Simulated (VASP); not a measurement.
# BWO4 (P4/mmm) in VASP: single point with PBE

Aim: the single point of BWO4 with PBE.

Everything below comes from runs of VASP 6.6.1. Logs are shortened: lines on timing, memory, paths and dates and some standing lists are left out, and cuts for length are marked.

## 1. The cell of the first run

It takes space group P4/mmm (No. 123, tetragonal). The conventional cell has a = 3.312 Å, b = 3.312 Å, c = 4.722 Å, α = 90.00°, β = 90.00°, γ = 90.00°. Within 2.7 Å of B (site symmetry 4/mmm) lie 8 O at 2.01 Å. Within 2.7 Å of W (site symmetry 4/mmm) lie 8 O at 2.05 Å. Within 2.7 Å of O (site symmetry 2mm) lie 2 B at 2.01 Å and 2 W at 2.05 Å and 6 O at 2.29 to 2.43 Å.

## 2. Single point, PBE

The input, INCAR:

```
SYSTEM = BWO4
ALGO = Normal ; EDIFF = 1E-6
ENCUT = 1340 ; GGA = PE
GGA_COMPAT = .False. ; ISIF = 2
ISMEAR = 0 ; LASPH = .True.
LCHARG = .False. ; LREAL = .False.
LWAVE = .False. ; NBANDS = 30
NELM = 120 ; PREC = Accurate
SIGMA = 0.1
```

The input, KPOINTS:

```
k-points
0
Gamma
  12 12 8
  0 0 0
```

The input, POSCAR:

```
BWO4
1.0
    3.3115798845      0.0000000000      0.0000000000
    0.0000000000      3.3115798845      0.0000000000
    0.0000000000      0.0000000000      4.7221964071
B W O
1 1 4
Direct
    0.5000000000      0.5000000000      0.5000000000
    0.0000000000      0.0000000000      0.0000000000
    0.5000000000      0.0000000000      0.2574403183
    0.0000000000      0.5000000000      0.7425596817
    0.5000000000      0.0000000000      0.7425596817
    0.0000000000      0.5000000000      0.2574403183
```

Potentials or basis: VASP PAW PBE potentials, release 64 (B_h, W_sv, O_h).

Launch:

```bash
$ cat potpaw_PBE.64/B_h/POTCAR potpaw_PBE.64/W_sv/POTCAR potpaw_PBE.64/O_h/POTCAR > POTCAR
$ mpirun -np 1 vasp_std > vasp.out
```

OUTCAR:

```text
SYSTEM = BWO4
   EDIFF = 1E-6
   ENCUT = 1340
   GGA = PE
   ISIF = 2
   ISMEAR = 0
   LASPH = .True.
   LREAL = .False.
   NELM = 120
   PREC = Accurate

 ion  position               nearest neighbor table
   1  0.500  0.500  0.500-
   2  0.000  0.000  0.000-   3 2.05   4 2.05   5 2.05   6 2.05   4 2.05   6 2.05   3 2.05   5 2.05

   3  0.500  0.000  0.257-   2 2.05   2 2.05
   4  0.000  0.500  0.743-   2 2.05   2 2.05
   5  0.500  0.000  0.743-   2 2.05   2 2.05
   6  0.000  0.500  0.257-   2 2.05   2 2.05

  LATTYP: Found a simple tetragonal cell.
 ALAT       =     3.3115798845
 C/A-ratio  =     1.4259648179

  Lattice vectors:

 A1 = (   3.3115798845,   0.0000000000,   0.0000000000)
 A2 = (   0.0000000000,   3.3115798845,   0.0000000000)
 A3 = (   0.0000000000,   0.0000000000,   4.7221964071)

Analysis of symmetry for initial positions (statically):
=====================================================================
 Subroutine PRICEL returns:
 Original cell was already a primitive cell.

 Routine SETGRP: Setting up the symmetry group for a
 simple tetragonal supercell.

 Subroutine GETGRP returns: Found 16 space group operations
 (whereof 16 operations were pure point group operations)
 out of a pool of 16 trial point group operations.

The static configuration has the point symmetry D_4h.

Analysis of symmetry for dynamics (positions and initial velocities):
=====================================================================
 Subroutine PRICEL returns:
 Original cell was already a primitive cell.

 Routine SETGRP: Setting up the symmetry group for a
 simple tetragonal supercell.

 Subroutine GETGRP returns: Found 16 space group operations
 (whereof 16 operations were pure point group operations)
 out of a pool of 16 trial point group operations.

The dynamic configuration has the point symmetry D_4h.

 Subroutine INISYM returns: Found 16 space group operations
 (whereof 16 operations are pure point group operations),
 and found     1 'primitive' translations

----------------------------------------------------------------------------------------

                                     Primitive cell

  volume of cell :      51.7863

  direct lattice vectors                    reciprocal lattice vectors
     3.311579884  0.000000000  0.000000000     0.301970671  0.000000000  0.000000000
     0.000000000  3.311579884  0.000000000     0.000000000  0.301970671  0.000000000
     0.000000000  0.000000000  4.722196407     0.000000000  0.000000000  0.211765864

  length of vectors
     3.311579884  3.311579884  4.722196407     0.301970671  0.301970671  0.211765864

  position of ions in fractional coordinates (direct lattice)
     0.500000000  0.500000000  0.500000000
     0.000000000  0.000000000  0.000000000
     0.500000000  0.000000000  0.257440318
     0.000000000  0.500000000  0.742559682
     0.500000000  0.000000000  0.742559682
     0.000000000  0.500000000  0.257440318

  ion indices of the primitive-cell ions
   primitive index   ion index
                 1           1
                 2           2
                 3           3
                 4           4
                 5           5
                 6           6

----------------------------------------------------------------------------------------

 KPOINTS: k-points

Automatic generation of k-mesh.
 Grid dimensions read from file:
 generate k-points for:   12   12    8

 Generating k-lattice:

  Cartesian coordinates                     Fractional coordinates (reciprocal lattice)
     0.025164223  0.000000000  0.000000000     0.083333333  0.000000000  0.000000000
     0.000000000  0.025164223  0.000000000     0.000000000  0.083333333  0.000000000
     0.000000000  0.000000000  0.026470733     0.000000000  0.000000000  0.125000000

  Length of vectors
     0.025164223  0.025164223  0.026470733

  Shift w.r.t. Gamma in fractional coordinates (k-lattice)
     0.000000000  0.000000000  0.000000000

 Subroutine IBZKPT returns following result:
 ===========================================

 Found    140 irreducible k-points:

 Following reciprocal coordinates:
            Coordinates               Weight
  0.000000  0.000000  0.000000      1.000000
  0.083333  0.000000  0.000000      4.000000
  0.166667  0.000000  0.000000      4.000000
  0.250000  0.000000  0.000000      4.000000
  0.333333  0.000000  0.000000      4.000000
  0.416667  0.000000  0.000000      4.000000
[... 16 lines left out ...]
  0.333333  0.333333  0.000000      4.000000
  0.416667  0.333333  0.000000      8.000000
 [... further k-points ...]
   k-points           NKPTS =    140   k-points in BZ     NKDIM =    140   number of bands    NBANDS=     30
   number of dos      NEDOS =    301   number of ions     NIONS =      6
   total plane-waves  NPLWV =  89600
   dimension x,y,z NGX =    40 NGY =   40 NGZ =   56
   dimension x,y,z NGXF=    80 NGYF=   80 NGZF=  112
   ions per type =               1   1   4
   NGX,Y,Z   is equivalent  to a cutoff of  20.08, 20.08, 19.71 a.u.
   NGXF,Y,Z  is equivalent  to a cutoff of  40.16, 40.16, 39.43 a.u.
 SYSTEM =  BWO4
   PREC   = accura    normal or accurate (medium, high low for compatibility)
   ISTART =      0    job   : 0-new  1-cont  2-samecut
   ICHARG =      2    charge: 1-file 2-atom 10-const
   ISPIN  =      1    spin polarized calculation?
   LNONCOLLINEAR =      F non collinear calculations
   LSORBIT =      F    spin-orbit coupling
   LASPH  =      T    aspherical Exc in radial PAW
   ENCUT  = 1340.0 eV  98.49 Ry    9.92 a.u.   9.88  9.88 14.09*2*pi/ulx,y,z
   NELM   =    120;   NELMIN=  2; NELMDL= -5     # of ELM steps
   EDIFF  = 0.1E-05   stopping-criterion for ELM
   LREAL  =      F    real-space projection
   EDIFFG = 0.1E-04   stopping-criterion for IOM
   NSW    =      0    number of steps for IOM
   IBRION =     -1    ionic relax: 0-MD 1-quasi-New 2-CG
   NFREE  =      0    steps in history (QN), initial steepest desc. (CG)
   ISIF   =      2    stress and relaxation
   ISYM   =      2    0-nonsym 1-usesym 2-fastsym
   POTIM  = 0.5000    time-step for ionic-motion
   TEBEG  =    0.0;   TEEND  =   0.0 temperature during run
   PSTRESS=    0.0 pullay stress
   NELECT =      41.0000    total number of electrons
   NUPDOWN=      -1.0000    fix difference up-down
   EMIN   =  10.00;   EMAX   =-10.00  energy-range for DOS
   EFERMI =   0.00;   METHOD = LEGACY
   ISMEAR =     0;   SIGMA  =   0.10  broadening in eV -4-tet -1-fermi 0-gaus
   EFERMI_NEDOS =   21; number of points for ismear=-14 and -15
   IALGO  =     38    algorithm
   IMIX   =      4    mixing-type and parameters
     AMIX     =   0.40;   BMIX     =  1.00
     AMIX_MAG =   1.60;   BMIX_MAG =  1.00
  volume/ion in A,a.u.               =       8.63        58.25
  Fermi-wavevector in a.u.,A,eV,Ry     =   1.514484  2.861959 31.207152  2.293661
  Thomas-Fermi vector in A             =   2.624135
   LORBIT       =      0    0 simple, 1 ext, 2 COOP (PROOUT), +10 PAW based schemes
   GGA     = PE    functional components
   LHFCALC =     F    Hartree Fock is set to
   AEXX    =    0.0000 exact exchange contribution
   IVDW    =     0    specifies the selected vdW correction
   LEPSILON=     F    determine dielectric tensor
   LRPA    =     F    only Hartree local field effects (RPA)
 non-spin polarized calculation
 Gauss-broadening in eV      SIGMA  =   0.10
  energy-cutoff  :     1340.00
  volume of cell :       51.79
 maximum number of plane-waves:      5804
 NGX is ok and might be reduce to    40
   NGX = 19   NGY = 19   NGZ = 29

 number of electron      41.0000002 magnetization

 Free energy of the ion-electron system (eV)
  ---------------------------------------------------
  ext. energy  EPLUGINS =         0.00000000
  ---------------------------------------------------
  free energy    TOTEN  =       -44.47188851 eV

  energy without entropy =      -44.46539013  energy(sigma->0) =      -44.46863932

 E-fermi :   8.2897     XC(G=0): -12.4461

 val. band max:        8.2786827144   @ k =   0.3333   0.0833   0.1250
 cond. band min:       8.2908194622   @ k =   0.3333   0.3333   0.3750
 fundamental gap:      0.0121367478
 Fermi energy:         8.2896728904

 k-point     1 :       0.0000    0.0000    0.0000
  band No.  band energies     occupation
      1     -67.8448      2.00000
      2     -32.0961      2.00000
      3     -31.8627      2.00000
      4     -31.8627      2.00000
      5     -13.3920      2.00000
      6     -10.9538      2.00000
[... 22 lines left out ...]
     29      14.4012      0.00000
     30      16.2982      0.00000

 k-point     2 :       0.0833    0.0000    0.0000
  band No.  band energies     occupation
      1     -67.8445      2.00000
      2     -32.0936      2.00000
      3     -31.8771      2.00000
      4     -31.8620      2.00000
      5     -13.3259      2.00000
      6     -10.9394      2.00000
[... 22 lines left out ...]
     29      14.4025      0.00000
     30      16.4835      0.00000

 k-point     3 :       0.1667    0.0000    0.0000
  band No.  band energies     occupation
      1     -67.8435      2.00000
      2     -32.0868      2.00000
      3     -31.9162      2.00000
      4     -31.8598      2.00000
      5     -13.1353      2.00000
      6     -10.8979      2.00000
[... 22 lines left out ...]
     29      14.4063      0.00000
     30      16.9834      0.00000

 k-point     4 :       0.2500    0.0000    0.0000
  band No.  band energies     occupation
      1     -67.8422      2.00000
      2     -32.0775      2.00000
      3     -31.9690      2.00000
      4     -31.8569      2.00000
      5     -12.8420      2.00000
      6     -10.8340      2.00000
[... 616 lines left out ...]
     29      15.2834      0.00000
     30      18.4885      0.00000

 k-point    23 :       0.3333    0.3333    0.0000
  band No.  band energies     occupation
      1     -67.8369      2.00000
      2     -32.0409      2.00000
      3     -32.0116      2.00000
      4     -32.0099      2.00000
      5     -11.6705      2.00000
      6     -10.7656      2.00000
[... 22 lines left out ...]
     29      15.0929      0.00000
     30      18.9972      0.00000

 k-point    24 :       0.4167    0.3333    0.0000
  band No.  band energies     occupation
      1     -67.8360      2.00000
      2     -32.0482      2.00000
      3     -32.0342      2.00000
      4     -32.0082      2.00000
      5     -11.3642      2.00000
      6     -10.8649      2.00000
[... 22 lines left out ...]
     29      15.2593      0.00000
     30      19.0415      0.00000

 [... further k-points ...]
[... 5 lines left out ...]
  --------------------------------------------------------------------------------------
  -------------------------------------------------------------------------------------
  Total        0.3505255      0.3505255      0.4103949      0.0000000     -0.0000000     -0.0000000
  in kB       10.8446541     10.8446541     12.6969099      0.0000000     -0.0000000     -0.0000000
  external PRESSURE =      11.4620727 kB  Pullay stress =       0.0000000 kB

 VOLUME and BASIS-vectors are now :
 -----------------------------------------------------------------------------
  energy-cutoff  :     1340.00
  volume of cell :       51.79
      direct lattice vectors                 reciprocal lattice vectors
     3.311579884  0.000000000  0.000000000     0.301970671  0.000000000  0.000000000
     0.000000000  3.311579884  0.000000000     0.000000000  0.301970671  0.000000000
     0.000000000  0.000000000  4.722196407     0.000000000  0.000000000  0.211765864

 POSITION                                       TOTAL-FORCE (eV/Angst)
 -----------------------------------------------------------------------------------
      1.65579      1.65579      2.36110        -0.000000     -0.000000      0.000000
      0.00000      0.00000      0.00000        -0.000000     -0.000000      0.000000
      1.65579      0.00000      1.21568         0.000000     -0.000000      0.110487
      0.00000      1.65579      3.50651        -0.000000      0.000000     -0.110487
      1.65579      0.00000      3.50651        -0.000000     -0.000000     -0.110487
      0.00000      1.65579      1.21568         0.000000      0.000000      0.110487
 -----------------------------------------------------------------------------------
    total drift:                                0.000000      0.000000      0.000000

  FREE ENERGIE OF THE ION-ELECTRON SYSTEM (eV)
  ---------------------------------------------------
  free  energy   TOTEN  =       -44.4718885091 eV

  energy  without entropy=      -44.4653901278  energy(sigma->0) =      -44.46863932
```

Wall time 4.9 min (1 thread of AMD EPYC 9R45 (Zen 5), shared host); peak memory 0.83 GiB.

What came out:

| Property | Result |
| --- | --- |
| Free energy | -44.4719 eV |
| Pressure | 1.1 GPa |
| Largest force | 0.110 eV/Å |
| Band gap on the k mesh | zero (an odd number of electrons rules out a gap without spin polarisation) |

Forces on the atoms (eV/Å):
```
B    0.000  0.000  0.000
W    0.000  0.000  0.000
O    0.000  0.000  0.110
O    0.000  0.000 -0.110
O    0.000  0.000 -0.110
O    0.000  0.000  0.110
```

Levels at points of the mesh, in eV from the Fermi level:
```csv
k point,band 17,band 18,band 19,band 20,band 21,band 22,band 23,band 24,band 25,band 26
"(0.00, 0.00, 0.00)",-2.09,-1.83,-1.83,-1.79,-0.85,0.01,2.29,4.02,5.27,5.29
"(0.50, 0.00, 0.00)",-3.60,-3.25,-2.94,-1.33,0.03,0.37,2.86,3.10,4.44,6.14
"(0.50, 0.50, 0.00)",-2.70,-2.34,-1.25,-0.99,-0.36,0.71,4.22,4.22,4.80,4.97
"(0.00, 0.00, 0.50)",-3.11,-3.11,-1.51,-1.51,0.02,0.20,1.63,3.90,4.29,4.29
"(0.50, 0.00, 0.50)",-4.65,-3.73,-3.73,-3.59,0.34,1.59,3.38,4.34,5.53,5.59
"(0.50, 0.50, 0.50)",-3.47,-1.49,-0.75,-0.62,0.02,0.77,2.64,3.45,3.45,5.00
```

Caveat: spin-orbit coupling is left out, which moves the levels of the heavy elements; an odd number of electrons without spin polarisation forces a metal; a magnetic or distorted state may lie lower.
